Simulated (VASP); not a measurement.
A run of VASP 6.6.1 is set up as follows.

Contents of INCAR:

```
PREC = Accurate
ENCUT = 520
EDIFF = 1E-7
ISMEAR = -1
SIGMA = 0.03
LREAL = False
LASPH = True
NELM = 80
ALGO = Normal
ISIF = 2
LWAVE = False
LCHARG = False
GGA = PE
NBANDS = 17
```

The input KPOINTS:

```
regular mesh
0
Gamma
  11 11 11
```

File POSCAR:

```
PbS
1.0
    0.0000000000      3.3222416012      3.3222416012
    3.3222416012      0.0000000000      3.3222416012
    3.3222416012      3.3222416012      0.0000000000
Pb S
1 1
Direct
    0.0000000000      0.0000000000      0.0000000000
    0.2500000000      0.2500000000      0.2500000000
```

Potentials or basis: VASP PAW PBE potentials, release 64 (Pb_d, S).

Command:

```bash
$ cat potpaw_PBE.64/Pb_d/POTCAR potpaw_PBE.64/S/POTCAR > POTCAR
$ mpirun -np 1 vasp_std > vasp.out
```

Task: Predict the band gap on the k mesh.

Result: 0.92 eV, indirect (least direct gap 1.32 eV).

Task: Predict the pressure.

Result: 0.0 GPa.

Caveat: spin-orbit coupling is left out, which moves the levels of the heavy elements. A k mesh can miss the band edges.
